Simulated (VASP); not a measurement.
Here is a VASP 6.6.1 calculation.

File INCAR:

```
ALGO     = Fast           # electronic algorithm
EDIFF    = 1E-7           # SCF threshold, eV
ENCUT    = 520            # plane-wave cutoff, eV
ISIF     = 2              # what is computed and relaxed
ISMEAR   = 0              # smearing method
LASPH    = T              # aspherical terms in the spheres
LCHARG   = F              # write CHGCAR
LREAL    = F              # projectors in reciprocal space
LWAVE    = F              # write WAVECAR
NBANDS   = 17             # bands
NELM     = 100            # most SCF steps
PREC     = Accurate       # precision mode
SIGMA    = 0.15           # smearing width, eV
```

Contents of KPOINTS:

```
k-points
0
Gamma
  18 18 10
```

Contents of POSCAR:

```
Pt
1.0
    2.7081940711      0.0000000000      0.0000000000
   -1.3540970355      2.3453648639      0.0000000000
    0.0000000000      0.0000000000      4.6773974959
Pt
2
Direct
    0.6361810049      0.2723620098      0.7500000000
    0.3638189951      0.7276379902      0.2500000000
```

Potentials or basis: VASP PAW LDA potentials, release 64 (Pt).

Command:

```bash
$ cat potpaw_LDA.64/Pt/POTCAR > POTCAR
$ mpirun -np 1 vasp_std > vasp.out
```

**Question.** What does it give for the largest force?

**Answer.** 0.260 eV/Å.

**Question.** Estimate the band gap on the k mesh.

**Answer.** Zero (bands 10 and 11 overlap by 1.55 eV).

Forces in eV/Å, atoms in the order of the input:
```
Pt   0.000  0.260  0.000
Pt   0.000 -0.260  0.000
```

Caveat: the cell differs from its parent crystal (atoms displaced along a vibrational mode); spin-orbit coupling is left out, which moves the levels of the heavy elements.
